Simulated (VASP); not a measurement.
CoSi2: single point with PBEsol

CoSi2, a slab with vacuum:

```
CELL_PARAMETERS angstrom
3.75651 0.00000 0.00000
0.00000 5.31251 0.00000
0.00000 0.00000 24.39128
ATOMIC_POSITIONS crystal
Co 0.50000 0.50000 0.30749
Co 0.00000 0.00000 0.38449
Co 0.50000 0.50000 0.46150
Co 0.00000 0.00000 0.53850
Co 0.50000 0.50000 0.61551
Co 0.00000 0.00000 0.69251
Si 0.00000 0.75000 0.30749
Si 0.00000 0.25000 0.30749
Si 0.50000 0.25000 0.38449
Si 0.50000 0.75000 0.38449
Si 0.00000 0.75000 0.46150
Si 0.00000 0.25000 0.46150
Si 0.50000 0.25000 0.53850
Si 0.50000 0.75000 0.53850
Si 0.00000 0.75000 0.61551
Si 0.00000 0.25000 0.61551
Si 0.50000 0.25000 0.69251
Si 0.50000 0.75000 0.69251
```

```json
{"Program": "VASP 6.6.1", "Task": "single point", "Functional": "PBEsol", "Potentials or basis": "VASP PAW PBE potentials, release 64 (Co, Si)", "Cutoff": "520 eV", "k mesh": "9 × 7 × 1", "Occupations": "gaussian, width 0.1 eV", "Spin": "no spin polarisation", "Dipole correction": "yes", "Further INCAR settings": "LREAL = Auto; ALGO = Normal; EDIFF = 1e-06; NBANDS = 66"}
```

```yaml
Largest_force: 0.353 eV/Å
Band_gap_on_the_k_mesh: zero (bands 51 and 52 overlap by 1.37 eV)
```

Forces on the atoms (eV/Å):
```
Co   0.000  0.000 -0.122
Co   0.000  0.000  0.049
Co   0.000  0.000  0.030
Co   0.000  0.000 -0.030
Co   0.000  0.000 -0.049
Co   0.000  0.000  0.122
Si   0.000  0.031  0.351
Si   0.000 -0.031  0.351
Si   0.000  0.118 -0.316
Si   0.000 -0.118 -0.316
Si   0.000 -0.056  0.038
Si   0.000  0.056  0.038
Si   0.000 -0.056 -0.038
Si   0.000  0.056 -0.038
Si   0.000  0.118  0.316
Si   0.000 -0.118  0.316
Si   0.000  0.031 -0.351
Si   0.000 -0.031 -0.351
```

Levels at points of the mesh, in eV from the Fermi level:
```
           k point  band 47  band 48  band 49  band 50  band 51  band 52  band 53  band 54
(0.00, 0.00, 0.00)    -0.87    -0.14    -0.13     0.19     0.86     1.02     1.92     2.10
```

Wall time 31 min on 1 thread of Intel(R) Xeon(R) Platinum 8488C (Sapphire Rapids), on a shared host, peak memory 0.7 GiB.

Caveat: the PAW data sets were made with another functional, which shifts forces and pressure a little; the run has no spin polarisation, though such a crystal can be magnetic. Spin polarisation is off, so any magnetic state and its effect on volume and gap are missing.
